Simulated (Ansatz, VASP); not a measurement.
NaH: VASP beside Ansatz

Contents of INCAR:

```
SYSTEM = NaH
PREC = Accurate ; ENCUT = 520
EDIFF = 1E-6 ; ISMEAR = -1
SIGMA = 0.05 ; LREAL = .False.
LASPH = .True. ; NELM = 100
ALGO = Normal ; ISIF = 2
LWAVE = .False. ; LCHARG = .False.
GGA = PE ; NBANDS = 11
```

Contents of KPOINTS:

```
regular mesh
0
Gamma
  6 6 6
  0 0 0
```

The input POSCAR:

```
NaH
1.0
    0.0000000000      2.4400000000      2.4400000000
    2.4400000000      0.0000000000      2.4400000000
    2.4400000000      2.4400000000      0.0000000000
Na H
1 1
Direct
    0.0000000000      0.0000000000      0.0000000000
    0.5000000000      0.5000000000      0.5000000000
```

Contents of input.yaml:

```yaml
crystal:
  lattice:
    - [0.0, 2.44, 2.44]
    - [2.44, 0.0, 2.44]
    - [2.44, 2.44, 0.0]
  atoms:
    - { symbol: Na, position: [0.0, 0.0, 0.0] }
    - { symbol: H, position: [0.5, 0.5, 0.5] }
kpoints:
  mp_grid: { grid: [6, 6, 6] }
scf:
  occupations: { method: fermi_dirac, width: 0.05 }
hamiltonian:
  xc: pbe
  pseudopotentials: { kind: all_electron, datasets: crystal }
output:
  forces: true
  stress: true
  eigenvalues: true
```

Alike in both runs: task single point; functional PBE; k mesh 6 × 6 × 6; occupations fermi-dirac, width 0.05 eV; no spin polarisation.

|  | VASP | Ansatz |
| --- | --- | --- |
| version | VASP 6.6.1 | Ansatz 0.2.0 |
| potentials or method | VASP PAW PBE potentials, release 64 (Na_pv, H), cutoff 520 eV | all-electron PAW datasets made for the crystal |

Ansatz gave:

```
gap on the k mesh at the Fermi level (eV) : 3.76
least direct gap on the mesh (eV)         : 4.56
pressure (GPa)                            : -0.6
```

Which values does VASP return?

gap on the k mesh at the Fermi level (eV): 3.76; least direct gap on the mesh (eV): 4.55; pressure (GPa): -0.7.

Ansatz ran all-electron here, and VASP with PAW potentials.
